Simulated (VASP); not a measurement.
Input of a VASP 6.6.1 run:

File POSCAR:

```
H2CSO
1.0
    7.9817290000      0.0000000000      0.0000000000
    0.0000000000      7.9817290000      0.0000000000
    0.0000000000      0.0000000000      7.9817290000
H O C S
10 5 5 5
Direct
    0.0170639720      0.5351597379      0.4408819192
    0.0438501483      0.5950590405      0.3788778096
    0.5749130295      0.8935282067      0.7296539384
    0.5024475273      0.8912104132      0.6794643116
    0.1693116867      0.7328362063      1.0554730686
    0.1804496244      0.6486689789      1.0998494186
    0.1485267165      0.8808116637      0.5599037502
    0.2097916379      0.8902582385      0.4959952912
    0.8149487411      0.6956763378      0.7572670032
    0.8417349173      0.6072493817      0.7184658863
    0.2169204191      0.0678424437     -0.1414856355
    0.5467988202      0.7560642563      0.0453285247
    0.9027367379      0.9582384969      0.0772890185
    0.7251561660      0.2473900079      0.7950908882
    0.4163884792      0.2320424560      0.5556064356
    0.2647546666      0.1027847475     -0.0070160237
    0.5048906070      0.6986456193      0.1707775345
    0.8563683382      0.9830326236      0.2138634374
    0.7663753054      0.3068257517      0.9189863499
    0.3727513174      0.3379468283      0.6424046720
    0.3422065570      0.1476747707      0.1707399487
    0.4707000200      0.6324694812      0.3527305926
    0.7914951760      0.9982047749      0.3958791385
    0.8092231646      0.3997379515      1.0889871104
    0.3233760505      0.4843186232      0.7562521855
```

INCAR.step1

```
SYSTEM = H2CSO
ALGO     = Normal         ! electronic algorithm
EDIFF    = 1E-5           ! SCF threshold, eV
ENCUT    = 1100           ! plane-wave cutoff, eV
GGA      = PE             ! functional
GGA_COMPAT= .FALSE.      
ISMEAR   = -1             ! smearing method
LASPH    = .TRUE.         ! aspherical terms in the spheres
LCHARG   = .FALSE.        ! write CHGCAR
LREAL    = Auto         
LWAVE    = .TRUE.         ! write WAVECAR
NBANDS   = 63             ! bands
NELM     = 120            ! most SCF steps
PREC     = Accurate       ! precision mode
SIGMA    = 0.05           ! smearing width, eV
```

File INCAR.step2:

```
SYSTEM = H2CSO
ALGO     = Normal         ! electronic algorithm
EDIFF    = 1E-6           ! SCF threshold, eV
ENCUT    = 1100           ! plane-wave cutoff, eV
GGA_COMPAT= .FALSE.      
ISIF     = 2              ! what is computed and relaxed
ISMEAR   = -1             ! smearing method
ISTART   = 1            
IVDW     = 12             ! dispersion correction
LASPH    = .TRUE.         ! aspherical terms in the spheres
LCHARG   = .FALSE.        ! write CHGCAR
LMIXTAU  = .TRUE.       
LREAL    = Auto         
LWAVE    = .FALSE.        ! write WAVECAR
METAGGA  = R2SCAN         ! meta-GGA
NBANDS   = 63             ! bands
NELM     = 120            ! most SCF steps
PREC     = Accurate       ! precision mode
SIGMA    = 0.05           ! smearing width, eV
VDW_A1   = 0.49484001   
VDW_A2   = 5.73083694   
VDW_S6   = 1.0          
VDW_S8   = 0.78981345
```

Contents of KPOINTS:

```
k-points
0
G
  1 1 1
  0 0 0
```

Potentials or basis: VASP PAW PBE potentials, release 64 (H_h, O_h, C_h, S).

Command:

```console
$ cat potpaw_PBE.64/H_h/POTCAR potpaw_PBE.64/O_h/POTCAR potpaw_PBE.64/C_h/POTCAR potpaw_PBE.64/S/POTCAR > POTCAR
$ cp INCAR.step1 INCAR
$ mpirun -np 1 vasp_gam > vasp.out
$ cp INCAR.step2 INCAR
$ mpirun -np 1 vasp_gam > vasp.out
```

Problem. Predict the largest force.

Solution. 2.656 eV/Å.

Problem. Estimate the pressure.

Solution. -0.3 GPa.

Forces in eV/Å, atoms in the order of the input:
```
H   -0.274 -0.588  0.571
H    0.252  0.561 -0.582
H    1.271  0.050  0.906
H   -1.280 -0.014 -0.903
H    0.018 -0.620  0.296
H   -0.132  0.629 -0.353
H   -0.866 -0.123  0.923
H    0.889  0.139 -0.912
H    0.443 -1.474 -0.622
H   -0.430  1.484  0.606
O    0.288  0.409  1.507
O   -0.225  0.100 -0.817
O   -0.146  0.440  0.625
O   -0.109 -0.694 -1.062
O    0.180 -0.959 -0.706
C    0.474 -0.120 -0.062
C    0.459 -0.184  1.649
C    0.171 -0.699 -0.677
C    0.232  1.456  2.208
C    0.219  0.132 -0.022
S   -0.809 -0.320 -1.437
S   -0.110  0.102 -0.785
S   -0.030  0.266  0.063
S   -0.078 -0.795 -1.134
S   -0.405  0.822  0.719
```

Caveat: the k points lie up to 0.79 Å⁻¹ apart; the atoms stand as in a frame of molecular dynamics; the PAW data sets were made with another functional, which shifts forces and pressure a little.
